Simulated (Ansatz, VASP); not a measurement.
**TePb: VASP beside Ansatz**

INCAR

```
  ALGO = Normal
  EDIFF = 1E-7
  ENCUT = 520
  GGA = PE
  ISIF = 2
  ISMEAR = -1
  LASPH = True
  LCHARG = False
  LREAL = False
  LWAVE = False
  NBANDS = 17
  NELM = 80
  PREC = Accurate
  SIGMA = 0.02
```

File KPOINTS:

```
k-points
0
Gamma
  8 8 8
```

Contents of POSCAR:

```
TePb
1.0
    0.0000000000      3.2678368488      3.2678368488
    3.2678368488      0.0000000000      3.2678368488
    3.2678368488      3.2678368488      0.0000000000
Pb Te
1 1
Direct
    0.0000000000      0.0000000000      0.0000000000
    0.5000000000      0.5000000000      0.5000000000
```

Input for Ansatz:

```yaml
crystal:
  lattice:
    - [0.0, 3.2678368488, 3.2678368488]
    - [3.2678368488, 0.0, 3.2678368488]
    - [3.2678368488, 3.2678368488, 0.0]
  atoms:
    - { symbol: Pb, position: [0.0, 0.0, 0.0] }
    - { symbol: Te, position: [0.5, 0.5, 0.5] }
kpoints:
  mp_grid: { grid: [8, 8, 8] }
  band_path:
    path:
      - [0.0, 0.0, 0.0]
      - [0.5, 0.0, 0.5]
      - [0.625, 0.25, 0.625]
      - [0.375, 0.375, 0.75]
      - [0.5, 0.5, 0.5]
      - [0.5, 0.25, 0.75]
      - [0.0, 0.0, 0.5]
    npoints: 1
hamiltonian:
  xc: pbe
scf:
  occupations: { method: fermi_dirac, width: 0.02 }
  n_extra_bands: 4
output:
  forces: true
  stress: true
  eigenvalues: true
```

Alike in both runs: task single point; functional PBE; k mesh 8 × 8 × 8; occupations fermi-dirac, width 0.02 eV; no spin polarisation.

|  | VASP | Ansatz |
| --- | --- | --- |
| version | VASP 6.6.1 | Ansatz 0.2.0 |
| potentials or method | VASP PAW PBE potentials, release 64 (Pb_d, Te) | plane waves, PAW |
| plane-wave cutoff (eV) | 520 | 420 |
| valence electrons in the cell | 20 | 30 |

|  | VASP | Ansatz | Ansatz less VASP |
| --- | --- | --- | --- |
| gap on the k mesh at the Fermi level (eV) | 0.80 | 0.80 | -0.004 |
| pressure (GPa) | 0.6 | 0.6 | +0.04 |

VASP's potentials hold 20 valence electrons a cell and Ansatz's 30, so a difference there can come from the potentials and not from the codes.

Neither program's run includes spin-orbit coupling.
